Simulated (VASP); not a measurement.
# BePd (Pm-3m) in VASP: a series of runs, part 2 of 2

VASP 6.6.1. Earlier steps stand in the parts before.

## (3) Electric field gradients, LDA (11.24 Å³/atom)

This run uses another cell than the first one, of 11.24 Å³/atom.

Contents of INCAR:

```
SYSTEM = BePd
PREC = Accurate
ENCUT = 520
EDIFF = 1E-8
ISMEAR = -1
SIGMA = 0.08
LREAL = .False.
LASPH = .True.
NELM = 80
ALGO = Normal
ISIF = 2
LWAVE = .False.
LCHARG = .False.
GGA = CA
LEFG = .True.
NBANDS = 13
```

Contents of KPOINTS:

```
regular mesh
0
Gamma
  12 12 12
  0 0 0
```

Contents of POSCAR:

```
BePd
1.0
    2.8223455836      0.0000000000      0.0000000000
    0.0000000000      2.8223455836      0.0000000000
    0.0000000000      0.0000000000      2.8223455836
Be Pd
1 1
Direct
    0.0000000000      0.0000000000      0.0000000000
    0.5000000000      0.5000000000      0.5000000000
```

Potentials or basis: VASP PAW LDA potentials, release 64 (Be, Pd).

Command:

```console
cat potpaw_LDA.64/Be/POTCAR potpaw_LDA.64/Pd/POTCAR > POTCAR
mpirun -np 1 vasp_std > vasp.out
```

OUTCAR:

```text
SYSTEM = BePd
   PREC = Accurate
   ENCUT = 520
   EDIFF = 1E-8
   ISMEAR = -1
   LREAL = .False.
   LASPH = .True.
   NELM = 80
   ISIF = 2
   GGA = CA

 ion  position               nearest neighbor table
   1  0.000  0.000  0.000-   2 2.44   2 2.44   2 2.44   2 2.44   2 2.44   2 2.44   2 2.44   2 2.44

   2  0.500  0.500  0.500-   1 2.44   1 2.44   1 2.44   1 2.44   1 2.44   1 2.44   1 2.44   1 2.44

  LATTYP: Found a simple cubic cell.
 ALAT       =     2.8223455836

  Lattice vectors:

 A1 = (   2.8223455836,   0.0000000000,   0.0000000000)
 A2 = (   0.0000000000,   2.8223455836,   0.0000000000)
 A3 = (   0.0000000000,   0.0000000000,   2.8223455836)

Analysis of symmetry for initial positions (statically):
=====================================================================
 Subroutine PRICEL returns:
 Original cell was already a primitive cell.

 Routine SETGRP: Setting up the symmetry group for a
 simple cubic supercell.

 Subroutine GETGRP returns: Found 48 space group operations
 (whereof 48 operations were pure point group operations)
 out of a pool of 48 trial point group operations.

The static configuration has the point symmetry O_h .

Analysis of symmetry for dynamics (positions and initial velocities):
=====================================================================
 Subroutine PRICEL returns:
 Original cell was already a primitive cell.

 Routine SETGRP: Setting up the symmetry group for a
 simple cubic supercell.

 Subroutine GETGRP returns: Found 48 space group operations
 (whereof 48 operations were pure point group operations)
 out of a pool of 48 trial point group operations.

The dynamic configuration has the point symmetry O_h .

 Subroutine INISYM returns: Found 48 space group operations
 (whereof 48 operations are pure point group operations),
 and found     1 'primitive' translations

----------------------------------------------------------------------------------------

                                     Primitive cell

  volume of cell :      22.4818

  direct lattice vectors                    reciprocal lattice vectors
     2.822345584  0.000000000  0.000000000     0.354315221  0.000000000  0.000000000
     0.000000000  2.822345584  0.000000000     0.000000000  0.354315221  0.000000000
     0.000000000  0.000000000  2.822345584     0.000000000  0.000000000  0.354315221

  length of vectors
     2.822345584  2.822345584  2.822345584     0.354315221  0.354315221  0.354315221

  position of ions in fractional coordinates (direct lattice)
     0.000000000  0.000000000  0.000000000
     0.500000000  0.500000000  0.500000000

  ion indices of the primitive-cell ions
   primitive index   ion index
                 1           1
                 2           2

----------------------------------------------------------------------------------------

 KPOINTS: regular mesh

Automatic generation of k-mesh.
 Grid dimensions read from file:
 generate k-points for:   12   12   12

 Generating k-lattice:
[... 80 lines left out ...]
   IMIX   =      4    mixing-type and parameters
     AMIX     =   0.40;   BMIX     =  1.00
     AMIX_MAG =   1.60;   BMIX_MAG =  1.00
  volume/ion in A,a.u.               =      11.24        75.86
  Fermi-wavevector in a.u.,A,eV,Ry     =   1.327981  2.509519 23.994315  1.763532
  Thomas-Fermi vector in A             =   2.457252
   LORBIT       =      0    0 simple, 1 ext, 2 COOP (PROOUT), +10 PAW based schemes
   GGA     = CA    functional components
   LHFCALC =     F    Hartree Fock is set to
   AEXX    =    0.0000 exact exchange contribution
   IVDW    =     0    specifies the selected vdW correction
   LEPSILON=     F    determine dielectric tensor
   LRPA    =     F    only Hartree local field effects (RPA)
 non-spin polarized calculation
  energy-cutoff  :      520.00
  volume of cell :       22.48
 maximum number of plane-waves:       624
 NGX is ok and might be reduce to    24
   NGX = 11   NGY = 11   NGZ = 11

 number of electron      12.0000001 magnetization

 Free energy of the ion-electron system (eV)
  ---------------------------------------------------
  ext. energy  EPLUGINS =         0.00000000
  ---------------------------------------------------
  free energy    TOTEN  =       -11.92751247 eV

  energy without entropy =      -11.90965667  energy(sigma->0) =      -11.91858457

 E-fermi :   9.5510     XC(G=0): -12.5309

 val. band max:        9.5199058509   @ k =   0.5000   0.0000   0.0000
 cond. band min:       9.5528293479   @ k =   0.4167   0.4167   0.0833
 fundamental gap:      0.0329234970
 Fermi energy:         9.5510053338

 k-point     1 :       0.0000    0.0000    0.0000
  band No.  band energies     occupation
      1      -0.0072      2.00000
      2       4.0158      2.00000
      3       4.0158      2.00000
      4       7.2454      2.00000
      5       7.2454      2.00000
      6       7.2454      2.00000
      7      14.8279      0.00000
      8      14.8279      0.00000
      9      14.8279      0.00000
     10      23.8740      0.00000
     11      23.8740      0.00000
     12      26.1213      0.00000
     13      32.9667      0.00000
[... 354 lines left out ...]
  band No.  band energies     occupation
      1       3.1283      2.00000
      2       4.2189      2.00000
      3       6.0252      2.00000
      4       6.1647      2.00000
      5       6.4811      2.00000
      6       6.8874      2.00000
      7       9.7392      0.17374
      8      15.4781      0.00000
      9      17.3670      0.00000
     10      18.5206      0.00000
     11      24.9324      0.00000
     12      26.3467      0.00000
     13      28.4174      0.00000

 [... further k-points ...]

------------------------ aborting loop because EDIFF is reached ----------------------------------------

  FORCE on cell =-STRESS in cart. coord.  units (eV):
  Direction    XX          YY          ZZ          XY          YZ          ZX
  --------------------------------------------------------------------------------------
  -------------------------------------------------------------------------------------
  Total       -1.2655783     -1.2655783     -1.2655783      0.0000000      0.0000000      0.0000000
  in kB      -90.1922100    -90.1922100    -90.1922100      0.0000000      0.0000000      0.0000000
  external PRESSURE =     -90.1922100 kB  Pullay stress =       0.0000000 kB

 VOLUME and BASIS-vectors are now :
 -----------------------------------------------------------------------------
  energy-cutoff  :      520.00
  volume of cell :       22.48
      direct lattice vectors                 reciprocal lattice vectors
     2.822345584  0.000000000  0.000000000     0.354315221  0.000000000  0.000000000
     0.000000000  2.822345584  0.000000000     0.000000000  0.354315221  0.000000000
     0.000000000  0.000000000  2.822345584     0.000000000  0.000000000  0.354315221

 POSITION                                       TOTAL-FORCE (eV/Angst)
 -----------------------------------------------------------------------------------
      0.00000      0.00000      0.00000         0.000000      0.000000      0.000000
      1.41117      1.41117      1.41117         0.000000      0.000000      0.000000
 -----------------------------------------------------------------------------------
    total drift:                                0.000000     -0.000000     -0.000000

  FREE ENERGIE OF THE ION-ELECTRON SYSTEM (eV)
  ---------------------------------------------------
  free  energy   TOTEN  =       -11.9275124700 eV

  energy  without entropy=      -11.9096566695  energy(sigma->0) =      -11.91858457

 Electric field gradients (V/A^2)
---------------------------------------------------------------------
 ion       V_xx      V_yy      V_zz      V_xy      V_xz      V_yz
---------------------------------------------------------------------
   1       0.000     0.000    -0.000    -0.000     0.000    -0.000
   2      -0.000    -0.000    -0.000     0.000     0.000    -0.000
---------------------------------------------------------------------

 Electric field gradients after diagonalization (V/A^2)
 (convention: |V_zz| > |V_xx| > |V_yy|)
----------------------------------------------------------------------
 ion       V_xx      V_yy      V_zz     asymmetry (V_yy - V_xx)/ V_zz
----------------------------------------------------------------------
   1       0.000     0.000    -0.000       0.107
   2      -0.000    -0.000    -0.000      -0.566
----------------------------------------------------------------------

           NMR quadrupolar parameters

 Cq : quadrupolar parameter    Cq=e*Q*V_zz/h
 eta: asymmetry parameters     (V_yy - V_xx)/ V_zz
 Q  : nuclear electric quadrupole moment in mb (millibarn)
----------------------------------------------------------------------
 ion       Cq(MHz)       eta       Q (mb)
----------------------------------------------------------------------
   1      -0.000       0.107       1.000
   2      -0.000      -0.566       1.000
----------------------------------------------------------------------
```

OSZICAR:

```text
N       E                     dE             d eps       ncg     rms          rms(c)
DAV:   1     0.457364139250E+02    0.45736E+02   -0.63548E+03  2200   0.883E+02
DAV:   2    -0.118561626602E+02   -0.57593E+02   -0.53755E+02  2679   0.181E+02
DAV:   3    -0.128575939681E+02   -0.10014E+01   -0.99939E+00  2609   0.242E+01
DAV:   4    -0.128620216353E+02   -0.44277E-02   -0.44274E-02  2657   0.178E+00
DAV:   5    -0.128620802075E+02   -0.58572E-04   -0.58573E-04  2684   0.211E-01    0.990E+00
DAV:   6    -0.120644273086E+02    0.79765E+00   -0.75735E+00  2444   0.202E+01    0.329E+00
DAV:   7    -0.119455540476E+02    0.11887E+00   -0.62120E-01  2424   0.635E+00    0.173E+00
DAV:   8    -0.119289914524E+02    0.16563E-01   -0.58038E-03  2534   0.520E-01    0.479E-01
DAV:   9    -0.119275021403E+02    0.14893E-02   -0.72554E-04  2793   0.147E-01    0.261E-02
DAV:  10    -0.119275136768E+02   -0.11536E-04   -0.12497E-05  2644   0.298E-02    0.164E-02
DAV:  11    -0.119275124878E+02    0.11890E-05   -0.88946E-07  2705   0.602E-03    0.981E-04
DAV:  12    -0.119275124714E+02    0.16446E-07   -0.33938E-08  2615   0.128E-03    0.911E-04
DAV:  13    -0.119275124700E+02    0.14262E-08   -0.31026E-09  1527   0.408E-04
   1 F= -.11927512E+02 E0= -.11918585E+02  d E =-.178558E-01
```

Wall time 22 s (1 thread of Intel Xeon 8259CL, shared host); peak memory 0.15 GiB.

Results:

```
Free energy                             : -11.9275 eV
Pressure                                : -9.0 GPa
Band gap on the k mesh                  : zero (bands 6 and 7 overlap by 6.03 eV)
Largest electric field gradient by atom : under 0.05 V/Å² on every atom
```

Caveat: the cell stands under tension.

The gap in the log of VASP goes by the Fermi energy; the results here count the filled bands.